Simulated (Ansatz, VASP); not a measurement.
## Hf2SnS3 in VASP and in Ansatz

```xyz
6
Lattice="4.6091 0.0000 0.0000 -2.3045 3.9916 0.0000 0.0000 0.0000 6.2429" Properties=species:S:1:pos:R:3 pbc="T T T"
Hf    0.0000    2.6611    4.7342
Hf    0.0000    2.6611    1.5088
Sn    2.3045    1.3305    3.1215
S     2.3045    1.3305    0.0000
S     0.0000    0.0000    3.1215
S     0.0000    0.0000    0.0000
```

Change from the starting cell: species swapped into the Ce2CuSi3 type (P-6m2, No. 187).

Alike in both runs: functional PBE; k mesh 6 × 6 × 2; occupations gaussian, width 0.1 eV; no spin polarisation.

Ansatz relaxed the structure, and its values are those at the end. VASP's run is a single point on that final structure, the one shown.

```csv
,VASP,Ansatz
version,VASP 6.6.1,Ansatz 0.2.0
potentials or method,"VASP PAW PBE potentials, release 64 (Hf_pv, Sn_d, S), cutoff 520 eV","scalar-relativistic, plane waves, PAW"
valence electrons in the cell,52,84
```

```tsv
	VASP	Ansatz	Ansatz less VASP
gap on the k mesh at the Fermi level (eV)	none	none	-
pressure (GPa)	-0.6	-0.1	+0.49
rms of the force components (eV/Å)	0.003	0.001	-0.0025
```

A gap of «none» marks a metal or a gap that the smearing closes. VASP's potentials hold 52 valence electrons a cell and Ansatz's 84, so a difference there can come from the potentials and not from the codes.

The k mesh is coarse, so the values compare programs but aren't converged. Spin-orbit coupling is off throughout.
